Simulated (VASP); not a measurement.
Wanted: the native input for a VASP 6.6.1 run.

| Property | Result |
| --- | --- |
| Task | relaxation of cell and atoms |
| Functional | r2SCAN |
| Potentials or basis | VASP PAW PBE potentials, release 64 (Be, Te) |
| Cutoff | 600 eV |
| k mesh | 6 × 6 × 4 |
| Occupations | fermi-dirac, width 0.02 eV |
| Spin | no spin polarisation |
| Dipole correction | no |
| Further INCAR settings | ALGO = Normal; EDIFF = 1e-07; IBRION = 2; EDIFFG = -0.005; NSW = 80; ISIF = 3 |

The system is BeTe.

```
Be Te
1.0
     4.03305    0.00000    0.00000
    -2.01653    3.49273    0.00000
     0.00000    0.00000    8.75735
Be Te
2 2
Cartesian
  0.0000 2.3285 2.1893
  2.0165 1.1642 6.5680
  2.0165 1.1642 2.1893
  0.0000 2.3285 6.5680
```

One way to write it, as run:

POSCAR

```
BeTe
1.0
    4.0330516282      0.0000000000      0.0000000000
   -2.0165258141      3.4927251648      0.0000000000
    0.0000000000      0.0000000000      8.7573524857
Be Te
2 2
Direct
    0.3333333333      0.6666666667      0.2500000000
    0.6666666667      0.3333333333      0.7500000000
    0.6666666667      0.3333333333      0.2500000000
    0.3333333333      0.6666666667      0.7500000000
```

INCAR.step1

```
SYSTEM = BeTe
PREC     = Accurate       ! precision mode
ENCUT    = 600            ! plane-wave cutoff, eV
ISMEAR   = -1             ! smearing method
SIGMA    = 0.02           ! smearing width, eV
LREAL    = .FALSE.        ! projectors in reciprocal space
LASPH    = .TRUE.         ! aspherical terms in the spheres
NELM     = 100            ! most SCF steps
GGA      = PE             ! functional
ALGO     = Normal         ! electronic algorithm
EDIFF    = 1E-4           ! SCF threshold, eV
LWAVE    = .TRUE.         ! write WAVECAR
LCHARG   = .FALSE.        ! write CHGCAR
```

INCAR.step2

```
SYSTEM = BeTe
PREC     = Accurate       ! precision mode
ENCUT    = 600            ! plane-wave cutoff, eV
EDIFF    = 1E-7           ! SCF threshold, eV
ISMEAR   = -1             ! smearing method
SIGMA    = 0.02           ! smearing width, eV
LREAL    = .FALSE.        ! projectors in reciprocal space
LASPH    = .TRUE.         ! aspherical terms in the spheres
NELM     = 100            ! most SCF steps
ALGO     = Normal         ! electronic algorithm
ISIF     = 3              ! what is computed and relaxed
LWAVE    = .FALSE.        ! write WAVECAR
LCHARG   = .FALSE.        ! write CHGCAR
METAGGA  = R2SCAN         ! meta-GGA
LMIXTAU  = .TRUE.       
IBRION   = 2              ! ionic algorithm
NSW      = 80             ! ionic steps
EDIFFG   = -0.005         ! ionic threshold
ISTART   = 1
```

KPOINTS

```
Automatic mesh
0
G
  6 6 4
  0 0 0
```

Potentials or basis: VASP PAW PBE potentials, release 64 (Be, Te).

The run is started by

```console
$ cat potpaw_PBE.64/Be/POTCAR potpaw_PBE.64/Te/POTCAR > POTCAR
$ cp INCAR.step1 INCAR
$ mpirun -np 1 vasp_std > vasp.out
$ cp INCAR.step2 INCAR
$ mpirun -np 1 vasp_std > vasp.out
```

It gave:

```yaml
Relaxed_volume: 28.61 Å³/atom
Relaxed_cell: a = 4.033 Å, b = 4.033 Å, c = 8.126 Å, α = 90.00°, β = 90.00°, γ = 120.00°
Space_group_after_relaxing_to_0.05_Å: P6_3/mmc (No. 194)
Energy_gained_by_relaxing: 3.5 meV/atom
Ionic_steps: 10
Pressure_after_relaxing: 0.0 GPa
Band_gap_on_the_k_mesh: 3.06 eV, indirect (least direct gap 3.22 eV)
```

Caveat: the PAW data sets were made with another functional, which shifts forces and pressure a little; spin-orbit coupling is left out, which moves the levels of the heavy elements.

Run time: 11 min on 1 thread of Intel(R) Xeon(R) Platinum 8488C (Sapphire Rapids) (shared host), peak memory 0.3 GiB.
